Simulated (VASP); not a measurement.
Input of a VASP 6.6.1 run:

The input INCAR:

```
SYSTEM = CdS
  AGGAC = 1.0
  AGGAX = 1.0
  ALDAC = 0.0
  ALDAX = 1.0
  ALGO = Normal
  EDIFF = 1E-7
  EDIFFG = -0.01
  ENCUT = 520
  GGA = B5
  IBRION = 2
  ISIF = 2
  ISMEAR = 0
  LASPH = .TRUE.
  LCHARG = .FALSE.
  LREAL = .FALSE.
  LWAVE = .FALSE.
  NELM = 100
  NSW = 60
  PREC = Accurate
  SIGMA = 0.1
```

File KPOINTS:

```
k-points
0
G
  6 6 6
  0 0 0
```

File POSCAR:

```
CdS
1.0
    0.0000000000      2.9165000000      2.9165000000
    2.9165000000      0.0000000000      2.9165000000
    2.9165000000      2.9165000000      0.0000000000
Cd S
1 1
Direct
   -0.0139980000      0.0044220000     -0.0127840000
    0.7366730000      0.7500060000      0.7606110000
```

Potentials or basis: VASP PAW PBE potentials, release 64 (Cd, S).

Launch:

```sh
$ cat potpaw_PBE.64/Cd/POTCAR potpaw_PBE.64/S/POTCAR > POTCAR
$ mpirun -np 1 vasp_std > vasp.out
```

Question: Estimate the band gap on the k mesh.

Answer: 1.12 eV.

Question: Predict the energy gained by relaxing.

Answer: 10.9 meV/atom.

Step by step:
| step | energy change (eV) | largest force (eV/Å) | pressure (GPa) |
| --- | --- | --- | --- |
| 1 | 0.0000 | 0.4851 | 6.73 |
| 2 | -0.0166 | 0.2335 | 6.58 |
| 3 | -0.0213 | 0.0822 | 6.54 |
| 4 | -0.0218 | 0.0313 | 6.54 |
| 5 | -0.0218 | 0.0151 | 6.53 |
| 6 | -0.0218 | 0.0151 | 6.53 |
| 7 | -0.0219 | 0.0044 | 6.53 |

Caveat: the cell differs from its parent crystal (atoms moved at random); the PAW data sets were made with another functional, which shifts forces and pressure a little.
